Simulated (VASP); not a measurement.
Here is a VASP 6.6.1 calculation.

INCAR

```
  ALGO = Normal
  EDIFF = 1E-8
  ENCUT = 520
  GGA = PS
  ISIF = 2
  ISMEAR = -1
  LASPH = True
  LCHARG = False
  LEFG = True
  LREAL = False
  LWAVE = False
  NBANDS = 10
  NELM = 100
  PREC = Accurate
  SIGMA = 0.05
```

Contents of KPOINTS:

```
k-points
0
Gamma
  15 15 15
```

The input POSCAR:

```
Ir
1.0
    0.0000000000      1.9324136155      1.9324136155
    1.9324136155      0.0000000000      1.9324136155
    1.9324136155      1.9324136155      0.0000000000
Ir
1
Direct
    0.0000000000      0.0000000000      0.0000000000
```

Potentials or basis: VASP PAW PBE potentials, release 64 (Ir).

Run with:

```console
$ cat potpaw_PBE.64/Ir/POTCAR > POTCAR
$ mpirun -np 1 vasp_std > vasp.out
```

(1) What does it give for the pressure?

Results:

(1) -9.0 GPa.

Caveat: without QUAD_EFG the Cq values of the log hold for a quadrupole moment of 1 mb, not for the nuclei; the PAW data sets were made with another functional, which shifts forces and pressure a little.
